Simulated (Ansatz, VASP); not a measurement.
# Two plane-wave programs on TiH2

Contents of POSCAR:

```
TiH2
1.0
   -1.5965000000      1.5965000000      2.1335000000
    1.5965000000     -1.5965000000      2.1335000000
    1.5965000000      1.5965000000     -2.1335000000
Ti H
1 2
Direct
    0.0000000000      0.0000000000      0.0000000000
    0.7500000000      0.2500000000      0.5000000000
    0.2500000000      0.7500000000      0.5000000000
```

The input INCAR.step1:

```
SYSTEM = TiH2
PREC     = Accurate       ! precision mode
ENCUT    = 600            ! plane-wave cutoff, eV
ISMEAR   = -1             ! smearing method
SIGMA    = 0.1            ! smearing width, eV
LREAL    = .FALSE.        ! projectors in reciprocal space
LASPH    = .TRUE.         ! aspherical terms in the spheres
NELM     = 60             ! most SCF steps
GGA      = PE             ! functional
ALGO     = Normal         ! electronic algorithm
EDIFF    = 1E-4           ! SCF threshold, eV
LWAVE    = .TRUE.         ! write WAVECAR
LCHARG   = .FALSE.        ! write CHGCAR
```

File INCAR.step2:

```
SYSTEM = TiH2
PREC     = Accurate       ! precision mode
ENCUT    = 600            ! plane-wave cutoff, eV
EDIFF    = 1E-6           ! SCF threshold, eV
ISMEAR   = -1             ! smearing method
SIGMA    = 0.1            ! smearing width, eV
LREAL    = .FALSE.        ! projectors in reciprocal space
LASPH    = .TRUE.         ! aspherical terms in the spheres
NELM     = 60             ! most SCF steps
ALGO     = Normal         ! electronic algorithm
ISIF     = 3              ! what is computed and relaxed
LWAVE    = .FALSE.        ! write WAVECAR
LCHARG   = .FALSE.        ! write CHGCAR
METAGGA  = R2SCAN         ! meta-GGA
LMIXTAU  = .TRUE.       
IBRION   = 2              ! ionic algorithm
NSW      = 80             ! ionic steps
EDIFFG   = -0.01          ! ionic threshold
ISTART   = 1
```

The input KPOINTS:

```
Automatic mesh
0
G
  10 10 10
  0 0 0
```

Input for Ansatz:

```yaml
crystal:
  lattice:
    - [-1.5965, 1.5965, 2.1335]
    - [1.5965, -1.5965, 2.1335]
    - [1.5965, 1.5965, -2.1335]
  atoms:
    - { symbol: Ti, position: [0.0, 0.0, 0.0] }
    - { symbol: H, position: [0.75, 0.25, 0.5] }
    - { symbol: H, position: [0.25, 0.75, 0.5] }
  symmetry: { tolerance: 0.0003 }
hamiltonian:
  xc: r2scan
  pseudopotentials: { kind: paw, azcp: { folder: soft_1 } }
basis:
  ecutwfc: 500
magnetization:
  spin_polarized: false
scf:
  occupations: { method: fermi_dirac, width: 0.1 }
kpoints:
  mp_grid: { grid: [10, 10, 10], shift: [0, 0, 0] }
output:
  forces: true
  stress: true
  eigenvalues: true
relax:
  max_steps: 60
  cell: {}
```

Alike in both runs: task relaxation of cell and atoms; functional r2SCAN; k mesh 10 × 10 × 10; occupations fermi-dirac, width 0.1 eV; no spin polarisation.

```csv
,VASP,Ansatz
version,VASP 6.6.1,Ansatz 0.2.0
potentials or method,"VASP PAW PBE potentials, release 64 (Ti_sv, H), cutoff 600 eV",PAW plane waves
valence electrons in the cell,14,14
```

Ansatz gave:

* gap on the k mesh at the Fermi level, each at its own relaxed structure (eV): none
* relaxed volume (Å³/atom): 7.12
* relaxed length of the cell vector where the two differ most in proportion (Å): 3.088

Estimate VASP's values.

gap on the k mesh at the Fermi level, each at its own relaxed structure (eV): none; relaxed volume (Å³/atom): 7.15; relaxed length of the cell vector where the two differ most in proportion (Å): 3.092.

VASP's potentials were made for PBE, not for r2SCAN. A gap of «none» marks a metal or a gap that the smearing closes.
